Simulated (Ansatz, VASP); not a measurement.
## Nb in VASP and in Ansatz

INCAR

```
SYSTEM = Nb
PREC = Accurate ; ENCUT = 520
EDIFF = 1E-7 ; ISMEAR = 0
SIGMA = 0.15 ; LREAL = .False.
LASPH = .True. ; NELM = 80
ALGO = Fast ; ISIF = 2
LWAVE = .False. ; LCHARG = .False.
GGA = PE ; NBANDS = 12
```

File KPOINTS:

```
regular mesh
0
Gamma
  20 20 20
  0 0 0
```

File POSCAR:

```
Nb
1.0
   -1.6639500000      1.6639500000      1.6223512500
    1.6639500000     -1.6639500000      1.6223512500
    1.6639500000      1.6639500000     -1.6223512500
Nb
1
Direct
    0.0000000000      0.0000000000      0.0000000000
```

Input for Ansatz:

```yaml
crystal:
  lattice:
    - [-1.66395, 1.66395, 1.62235125]
    - [1.66395, -1.66395, 1.62235125]
    - [1.66395, 1.66395, -1.62235125]
  atoms:
    - { symbol: Nb, position: [0.0, 0.0, 0.0] }
basis:
  ecutwfc: 420
kpoints:
  mp_grid: { grid: [20, 20, 20] }
hamiltonian:
  xc: pbe
scf:
  occupations: { method: gaussian, width: 0.15 }
output:
  forces: true
  stress: true
  eigenvalues: true
```

Change from the starting cell: strain +0.000 along x and y, -0.025 along z, atoms carried along.

Alike in both runs: task single point; functional PBE; k mesh 20 × 20 × 20; occupations gaussian, width 0.15 eV; no spin polarisation.

```csv
,VASP,Ansatz
version,VASP 6.6.1,Ansatz 0.2.0
potentials or method,"VASP PAW PBE potentials, release 64 (Nb_sv), cutoff 520 eV","scalar-relativistic, plane waves, PAW"
valence electrons in the cell,13,13
```

VASP gave:

```
gap on the k mesh at the Fermi level (eV)                     : none
pressure (GPa)                                                : 1.3
traceless stress, the component that is largest in VASP (GPa) : 1.81
```

Task: What did Ansatz give for the same quantities?

Result: gap on the k mesh at the Fermi level (eV): none; pressure (GPa): 1.6; traceless stress, the component that is largest in VASP (GPa): 1.82.

A gap of «none» marks a metal or a gap that the smearing closes. With one functional, cell and mesh, what is left measures potentials, basis and numerics.
